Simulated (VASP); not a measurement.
# AgB2 (P6/mmm) in VASP: further runs, part 2 of 2

VASP 6.6.1. The steps go on from the part before.

## 3. Electric field gradients, PBEsol

INCAR reads:

```
SYSTEM = AgB2
  PREC = Accurate
  ENCUT = 520
  EDIFF = 1E-8
  ISMEAR = -1
  SIGMA = 0.05
  LREAL = .FALSE.
  LASPH = .TRUE.
  NELM = 80
  ALGO = Normal
  ISIF = 2
  LWAVE = .FALSE.
  LCHARG = .FALSE.
  GGA = PS
  LEFG = .TRUE.
  NBANDS = 16
```

KPOINTS reads:

```
regular mesh
0
G
  16 16 13
  0 0 0
```

POSCAR reads:

```
AgB2
1.0
    3.0000016405      0.0000000000      0.0000000000
   -1.5000008203      2.5980776321      0.0000000000
    0.0000000000      0.0000000000      3.2400000000
Ag B
1 2
Direct
    0.0000000000      0.0000000000      0.0000000000
    0.3333333333      0.6666666667      0.5000000000
    0.6666666667      0.3333333333      0.5000000000
```

Potentials or basis: VASP PAW PBE potentials, release 64 (Ag, B).

Launch:

```console
cat potpaw_PBE.64/Ag/POTCAR potpaw_PBE.64/B/POTCAR > POTCAR
mpirun -np 1 vasp_std > vasp.out
```

OUTCAR:

```text
SYSTEM = AgB2
   PREC = Accurate
   ENCUT = 520
   EDIFF = 1E-8
   ISMEAR = -1
   LREAL = .FALSE.
   LASPH = .TRUE.
   NELM = 80
   ISIF = 2
   GGA = PS

 ion  position               nearest neighbor table
   1  0.000  0.000  0.000-   2 2.37   3 2.37   2 2.37   3 2.37   3 2.37   3 2.37   2 2.37   2 2.37
                             3 2.37   3 2.37   2 2.37   2 2.37
   2  0.333  0.667  0.500-   3 1.73   3 1.73   3 1.73   1 2.37   1 2.37   1 2.37   1 2.37   1 2.37
                             1 2.37
   3  0.667  0.333  0.500-   2 1.73   2 1.73   2 1.73   1 2.37   1 2.37   1 2.37   1 2.37   1 2.37
                             1 2.37

  LATTYP: Found a hexagonal cell.
 ALAT       =     3.0000016405
 C/A-ratio  =     1.0799994094

  Lattice vectors:

 A1 = (   3.0000016405,   0.0000000000,   0.0000000000)
 A2 = (  -1.5000008203,   2.5980776321,   0.0000000000)
 A3 = (   0.0000000000,   0.0000000000,   3.2400000000)

Analysis of symmetry for initial positions (statically):
=====================================================================
[... 658 lines left out ...]
 POSITION                                       TOTAL-FORCE (eV/Angst)
 -----------------------------------------------------------------------------------
      0.00000      0.00000      0.00000        -0.000000      0.000000      0.000000
     -0.00000      1.73205      1.62000        -0.000000     -0.000000      0.000000
      1.50000      0.86603      1.62000         0.000000      0.000000     -0.000000
 -----------------------------------------------------------------------------------
    total drift:                               -0.000000      0.000000      0.000000

  FREE ENERGIE OF THE ION-ELECTRON SYSTEM (eV)
  ---------------------------------------------------
  free  energy   TOTEN  =       -14.8139036994 eV

  energy  without entropy=      -14.8022380021  energy(sigma->0) =      -14.80807085

 Electric field gradients (V/A^2)
---------------------------------------------------------------------
 ion       V_xx      V_yy      V_zz      V_xy      V_xz      V_yz
---------------------------------------------------------------------
   1      36.468    36.467   -72.935    -0.000    -0.000     0.000
   2     -14.857   -14.857    29.714    -0.000     0.000    -0.000
   3     -14.857   -14.857    29.714    -0.000     0.000     0.000
---------------------------------------------------------------------

 Electric field gradients after diagonalization (V/A^2)
 (convention: |V_zz| > |V_xx| > |V_yy|)
----------------------------------------------------------------------
 ion       V_xx      V_yy      V_zz     asymmetry (V_yy - V_xx)/ V_zz
----------------------------------------------------------------------
   1      36.468    36.467   -72.935       0.000
   2     -14.857   -14.857    29.714       0.000
   3     -14.857   -14.857    29.714       0.000
----------------------------------------------------------------------

           NMR quadrupolar parameters

 Cq : quadrupolar parameter    Cq=e*Q*V_zz/h
 eta: asymmetry parameters     (V_yy - V_xx)/ V_zz
 Q  : nuclear electric quadrupole moment in mb (millibarn)
----------------------------------------------------------------------
 ion       Cq(MHz)       eta       Q (mb)
----------------------------------------------------------------------
   1      -0.176       0.000       1.000
   2       0.072       0.000       1.000
   3       0.072       0.000       1.000
----------------------------------------------------------------------
```

OSZICAR:

```text
N       E                     dE             d eps       ncg     rms          rms(c)
DAV:   1     0.684376068049E+02    0.68438E+02   -0.79401E+03  6784   0.989E+02
DAV:   2    -0.174872129176E+02   -0.85925E+02   -0.78626E+02  8768   0.228E+02
DAV:   3    -0.191892445395E+02   -0.17020E+01   -0.16972E+01  7472   0.327E+01
DAV:   4    -0.191934428185E+02   -0.41983E-02   -0.41980E-02  9000   0.175E+00
DAV:   5    -0.191934673036E+02   -0.24485E-04   -0.24485E-04  7568   0.128E-01    0.189E+01
DAV:   6    -0.151444334986E+02    0.40490E+01   -0.84474E+00  7864   0.462E+01    0.165E+01
DAV:   7    -0.148788702442E+02    0.26556E+00   -0.15342E+00  7136   0.138E+01    0.805E+00
DAV:   8    -0.148167594342E+02    0.62111E-01   -0.10445E-01  8504   0.273E+00    0.165E+00
DAV:   9    -0.148149323860E+02    0.18270E-02   -0.49857E-03  7744   0.935E-01    0.177E-01
DAV:  10    -0.148138988003E+02    0.10336E-02   -0.15954E-03  7496   0.382E-01    0.699E-02
DAV:  11    -0.148139036809E+02   -0.48807E-05   -0.92107E-05  7680   0.778E-02    0.116E-02
DAV:  12    -0.148139037680E+02   -0.87048E-07   -0.16775E-06  8664   0.163E-02    0.350E-03
DAV:  13    -0.148139037039E+02    0.64066E-07   -0.23142E-07  7680   0.531E-03    0.948E-04
DAV:  14    -0.148139036994E+02    0.45002E-08   -0.12361E-08  5800   0.855E-04
   1 F= -.14813904E+02 E0= -.14808071E+02  d E =-.116657E-01
```

It took 95 s on 1 thread of Intel Xeon 8259CL, shared host; peak memory 0.21 GiB.

Results:

```yaml
Free_energy: -14.8139 eV
Pressure: 46.9 GPa
Band_gap_on_the_k_mesh: zero (an odd number of electrons rules out a gap without spin polarisation)
Largest_electric_field_gradient_by_atom: Ag -72.9; B +29.7 V/Å²
```

Stress tensor (GPa, compression positive):
```
36.50  0.00  0.00
 0.00 36.50  0.00
 0.00  0.00 67.70
```

Electric field gradients, principal values (V/Å²):
```
atom    least   middle  greatest (by size)
1 Ag   36.467   36.468             -72.935
 2 B  -14.857  -14.857              29.714
 3 B  -14.857  -14.857              29.714
```

Caveat: the cell stands under pressure; without QUAD_EFG the Cq values of the log hold for a quadrupole moment of 1 mb, not for the nuclei; the PAW data sets were made with another functional, which shifts forces and pressure a little.

## 4. Single point, PBEsol

POSCAR is that of step 3.

INCAR.step1 reads:

```
SYSTEM = AgB2
  PREC = Accurate
  ENCUT = 520
  EDIFF = 1E-6
  ISMEAR = -1
  SIGMA = 0.05
  LREAL = .FALSE.
  LASPH = .TRUE.
  NELM = 60
  ALGO = Normal
  ISIF = 2
  LWAVE = .FALSE.
  LCHARG = .TRUE.
  LMAXMIX = 4
  GGA = PS
  NBANDS = 16
```

KPOINTS.step1 reads:

```
Automatic mesh
0
G
  16 16 13
  0 0 0
```

INCAR.step2 reads:

```
SYSTEM = AgB2
  PREC = Accurate
  ENCUT = 520
  EDIFF = 1E-6
  ISMEAR = -5
  SIGMA = 0.05
  LREAL = .FALSE.
  LASPH = .TRUE.
  NELM = 60
  ALGO = Normal
  ISIF = 2
  LWAVE = .FALSE.
  LCHARG = .FALSE.
  LMAXMIX = 4
  GGA = PS
  LORBIT = 11
  NBANDS = 16
  NEDOS = 1001
  ICHARG = 11
```

KPOINTS.step2 reads:

```
Automatic mesh
0
G
  24 24 20
  0 0 0
```

Potentials or basis: VASP PAW PBE potentials, release 64 (Ag, B).

Launch:

```console
cat potpaw_PBE.64/Ag/POTCAR potpaw_PBE.64/B/POTCAR > POTCAR
cp INCAR.step1 INCAR
cp KPOINTS.step1 KPOINTS
mpirun -np 1 vasp_std > vasp.out
cp INCAR.step2 INCAR
cp KPOINTS.step2 KPOINTS
mpirun -np 1 vasp_std > vasp.out
```

OUTCAR:

```text
SYSTEM = AgB2
   PREC = Accurate
   ENCUT = 520
   EDIFF = 1E-6
   ISMEAR = -5
   LREAL = .FALSE.
   LASPH = .TRUE.
   NELM = 60
   ISIF = 2
   GGA = PS
   LORBIT = 11
   ICHARG = 11

 ion  position               nearest neighbor table
   1  0.000  0.000  0.000-   2 2.37   3 2.37   2 2.37   3 2.37   3 2.37   3 2.37   2 2.37   2 2.37
                             3 2.37   3 2.37   2 2.37   2 2.37
   2  0.333  0.667  0.500-   3 1.73   3 1.73   3 1.73   1 2.37   1 2.37   1 2.37   1 2.37   1 2.37
                             1 2.37
   3  0.667  0.333  0.500-   2 1.73   2 1.73   2 1.73   1 2.37   1 2.37   1 2.37   1 2.37   1 2.37
                             1 2.37

  LATTYP: Found a hexagonal cell.
 ALAT       =     3.0000016405
 C/A-ratio  =     1.0799994094

  Lattice vectors:

 A1 = (   3.0000016405,   0.0000000000,   0.0000000000)
 A2 = (  -1.5000008203,   2.5980776321,   0.0000000000)
 A3 = (   0.0000000000,   0.0000000000,   3.2400000000)

Analysis of symmetry for initial positions (statically):
=====================================================================
 Subroutine PRICEL returns:
 Original cell was already a primitive cell.

 Routine SETGRP: Setting up the symmetry group for a
 hexagonal supercell.
[... 619 lines left out ...]
      3       3.3195      2.00000
      4       3.4258      2.00000
      5       5.2237      2.00000
      6       6.0702      2.00000
[... 8 lines left out ...]
     15      26.3049      0.00000
     16      26.6257      0.00000

 [... further k-points ...]

------------------------ aborting loop because EDIFF is reached ----------------------------------------

  FORCE on cell =-STRESS in cart. coord.  units (eV):
  Direction    XX          YY          ZZ          XY          YZ          ZX
  --------------------------------------------------------------------------------------
  -------------------------------------------------------------------------------------
  Total        5.6939141      5.6939141     10.5202754     -0.0000000      0.0000000     -0.0000000
  in kB      361.2458486    361.2458486    667.4505061     -0.0000000      0.0000000     -0.0000000
  external PRESSURE =     463.3140677 kB  Pullay stress =       0.0000000 kB

 VOLUME and BASIS-vectors are now :
 -----------------------------------------------------------------------------
  energy-cutoff  :      520.00
  volume of cell :       25.25
      direct lattice vectors                 reciprocal lattice vectors
     3.000001640  0.000000000  0.000000000     0.333333151  0.192449984  0.000000000
    -1.500000820  2.598077632  0.000000000     0.000000000  0.384899969  0.000000000
     0.000000000  0.000000000  3.240000000     0.000000000  0.000000000  0.308641975

 POSITION                                       TOTAL-FORCE (eV/Angst)
 -----------------------------------------------------------------------------------
      0.00000      0.00000      0.00000        -0.000000      0.000000      0.000000
     -0.00000      1.73205      1.62000         0.000000     -0.000000      0.000000
      1.50000      0.86603      1.62000        -0.000000      0.000000      0.000000
 -----------------------------------------------------------------------------------
    total drift:                                0.000000     -0.000000     -0.000000

  FREE ENERGIE OF THE ION-ELECTRON SYSTEM (eV)
  ---------------------------------------------------
  free  energy   TOTEN  =       -14.8071086692 eV

  energy  without entropy=      -14.8071086692  energy(sigma->0) =      -14.80710867

 total charge

# of ion       s       p       d       tot
------------------------------------------
    1        0.432   0.573   9.222  10.227
    2        0.715   1.294   0.000   2.009
    3        0.715   1.294   0.000   2.009
--------------------------------------------------
tot          1.862   3.160   9.222  14.244
```

OUTCAR.step1:

```text
SYSTEM = AgB2
   PREC = Accurate
   ENCUT = 520
   EDIFF = 1E-6
   ISMEAR = -1
   LREAL = .FALSE.
   LASPH = .TRUE.
[... 684 lines left out ...]
      0.00000      0.00000      0.00000         0.000000      0.000000     -0.000000
     -0.00000      1.73205      1.62000         0.000000     -0.000000     -0.000000
      1.50000      0.86603      1.62000        -0.000000      0.000000      0.000000
 -----------------------------------------------------------------------------------
    total drift:                               -0.000000      0.000000      0.000000

  FREE ENERGIE OF THE ION-ELECTRON SYSTEM (eV)
  ---------------------------------------------------
  free  energy   TOTEN  =       -14.8139037578 eV

  energy  without entropy=      -14.8022379202  energy(sigma->0) =      -14.80807084
```

It took 3.4 min on 1 thread of Intel Xeon 8259CL, shared host; peak memory 0.39 GiB.

What came out:

- Valence electrons inside the program's atomic spheres: Ag 10.23; B 2.01

Caveat: the PAW data sets were made with another functional, which shifts forces and pressure a little; tetrahedron occupations give inexact forces and stress in metals.
